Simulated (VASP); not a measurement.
Set up this calculation in VASP 6.6.1, as the native input.

```yaml
Task: single point
Functional: PBE
Potentials_or_basis: VASP PAW PBE potentials, release 64 (Hf_pv, O)
Cutoff: 520 eV
k_mesh: 9 × 9 × 9
Occupations: fermi-dirac, width 0.01 eV
Spin: no spin polarisation
Dipole_correction: no
Further_INCAR_settings: ALGO = Normal; EDIFF = 1e-06; NBANDS = 18
```

The structure of HfO2 lies in POSCAR:

```
HfO2
1.0
    0.0000000000      2.5575000000      2.5319250000
    2.5575000000      0.0000000000      2.5319250000
    2.5575000000      2.5575000000      0.0000000000
Hf O
1 2
Direct
    0.0000000000      0.0000000000      0.0000000000
    0.2500000000      0.2500000000      0.2500000000
    0.7500000000      0.7500000000      0.7500000000
```

This cell differs from its parent crystal: zz strain of -1 %.

These files were run (other wordings do the same):

INCAR

```
PREC = Accurate
ENCUT = 520
EDIFF = 1E-6
ISMEAR = -1
SIGMA = 0.01
LREAL = False
LASPH = True
NELM = 100
ALGO = Normal
ISIF = 2
LWAVE = False
LCHARG = False
GGA = PE
NBANDS = 18
```

KPOINTS

```
regular mesh
0
Gamma
  9 9 9
```

Potentials or basis: VASP PAW PBE potentials, release 64 (Hf_pv, O).

The run is started by

```console
$ cat potpaw_PBE.64/Hf_pv/POTCAR potpaw_PBE.64/O/POTCAR > POTCAR
$ mpirun -np 1 vasp_std > vasp.out
```

Results of the run:

| Item | Value |
| --- | --- |
| Pressure | -3.7 GPa |
| Band gap on the k mesh | 3.77 eV, indirect (least direct gap 3.90 eV) |

Caveat: the cell differs from its parent crystal (zz strain of -1 %); spin-orbit coupling is left out, which moves the levels of the heavy elements.

It took 30 s on 1 thread of Intel(R) Xeon(R) Platinum 8375C CPU @ 2.90GHz (Ice Lake), on a shared host, peak memory 0.18 GiB.
